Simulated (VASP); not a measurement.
Input of a VASP 6.6.1 run:

The input INCAR:

```
PREC     = Accurate       # precision mode
ENCUT    = 520            # plane-wave cutoff, eV
EDIFF    = 1E-6           # SCF threshold, eV
ISMEAR   = -1             # smearing method
SIGMA    = 0.08           # smearing width, eV
LREAL    = F              # projectors in reciprocal space
LASPH    = T              # aspherical terms in the spheres
NELM     = 100            # most SCF steps
ALGO     = Normal         # electronic algorithm
ISIF     = 2              # what is computed and relaxed
LWAVE    = F              # write WAVECAR
LCHARG   = F              # write CHGCAR
GGA      = PE             # functional
NBANDS   = 12             # bands
```

The input KPOINTS:

```
regular mesh
0
Gamma
  15 15 14
```

File POSCAR:

```
Nb
1.0
    2.8861573878      0.0000000000      0.0000000000
   -1.4430786939      2.4994856172      0.0000000000
    0.0000000000      0.0000000000      2.7515288428
Nb
1
Direct
    0.0000000000      0.0000000000      0.0000000000
```

Potentials or basis: VASP PAW PBE potentials, release 64 (Nb_sv).

Command:

```console
$ cat potpaw_PBE.64/Nb_sv/POTCAR > POTCAR
$ mpirun -np 1 vasp_std > vasp.out
```

Task: What does it give for the pressure?

Result: -3.5 GPa.
